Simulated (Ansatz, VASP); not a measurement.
## One calculation of SnO, two programs

The input INCAR:

```
SYSTEM = SnO
ALGO = Normal
EDIFF = 1E-6
EDIFFG = -0.005
ENCUT = 600
IBRION = 2
ISIF = 3
ISMEAR = 0
LASPH = .TRUE.
LCHARG = .FALSE.
LREAL = .FALSE.
LWAVE = .FALSE.
NELM = 80
NSW = 70
PREC = Accurate
SIGMA = 0.1
```

File KPOINTS:

```
k-points
0
G
  12 12 10
  0 0 0
```

File POSCAR:

```
SnO
1.0
    3.8365550869      0.0000000000      0.0000000000
    0.0000000000      3.8365550869      0.0000000000
    0.0000000000      0.0000000000      4.7594503381
Sn O
2 2
Direct
    0.5000000000      0.0000000000      0.2434679944
    0.0000000000      0.5000000000      0.7565320056
    0.0000000000      0.0000000000      0.0000000000
    0.5000000000      0.5000000000      0.0000000000
```

Input for Ansatz:

```yaml
crystal:
  lattice:
    - [3.8365550869, 0.0, 0.0]
    - [0.0, 3.8365550869, 0.0]
    - [0.0, 0.0, 4.7594503381]
  atoms:
    - { symbol: Sn, position: [0.5, 0.0, 0.2434679944] }
    - { symbol: Sn, position: [0.0, 0.5, 0.7565320056] }
    - { symbol: O, position: [0.0, 0.0, 0.0] }
    - { symbol: O, position: [0.5, 0.5, 0.0] }
basis:
  ecutwfc: 420
kpoints:
  mp_grid: { grid: [12, 12, 10] }
hamiltonian:
  xc: lda
scf:
  occupations: { method: gaussian, width: 0.1 }
output:
  forces: true
  stress: true
  eigenvalues: true
relax:
  adjacent_minimum: "off"
  f_tol: 0.005
  max_steps: 50
  cell: { stress_tol: 0.05 }
```

Alike in both runs: task relaxation of cell and atoms; functional LDA; k mesh 12 × 12 × 10; occupations gaussian, width 0.1 eV; no spin polarisation.

|  | VASP | Ansatz |
| --- | --- | --- |
| version | VASP 6.6.1 | Ansatz 0.2.0 |
| potentials or method | VASP PAW LDA potentials, release 64 (Sn_d, O), cutoff 600 eV | scalar-relativistic, plane waves, PAW |
| valence electrons in the cell | 40 | 40 |

```tsv
	VASP	Ansatz	Ansatz less VASP
gap on the k mesh at the Fermi level, each at its own relaxed structure (eV)	none	none	-
relaxed volume (Å³/atom)	16.45	16.53	+0.088
relaxed cell length with the largest relative difference (Å)	4.636	4.660	+0.0242
```

LDA's correlation is that of Perdew and Zunger in VASP and of Perdew and Wang (1992) in Ansatz. A gap of «none» marks a metal or a gap that the smearing closes.
